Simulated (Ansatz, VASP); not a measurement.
## One calculation of Ge, two programs

```
Ge
1.0
     0.00000    2.94234    5.21600
     2.68209    0.00000    5.21600
     2.68209    2.94234    0.00000
Ge
4
Cartesian
  2.6821 4.2752 5.2160
  2.6821 1.6095 5.2160
  2.6821 2.9423 2.2756
  2.6821 2.9423 8.1564
```

Alike in both runs: task single point; functional r2SCAN; k mesh 7 × 7 × 7; occupations fermi-dirac, width 0.05 eV; no spin polarisation.

```csv
,VASP,Ansatz
version,VASP 6.6.1,Ansatz 0.2.0
potentials or method,"VASP PAW PBE potentials, release 64 (Ge_d)",Ansatz PAW
plane-wave cutoff (eV),520,500
valence electrons in the cell,56,56
```

|  | VASP | Ansatz | Ansatz less VASP |
| --- | --- | --- | --- |
| gap on the k mesh at the Fermi level (eV) | none | none | - |
| pressure (GPa) | -5.8 | -5.7 | +0.11 |
| traceless stress, the component that is largest in VASP (GPa) | -0.98 | -0.97 | +0.004 |
| rms of the force components (eV/Å) | 0.040 | 0.041 | +0.0003 |

VASP's potentials were made for PBE, not for r2SCAN. Atom by atom the forces differ by 0.001 eV/Å (rms over components). A gap of «none» marks a metal or a gap that the smearing closes.
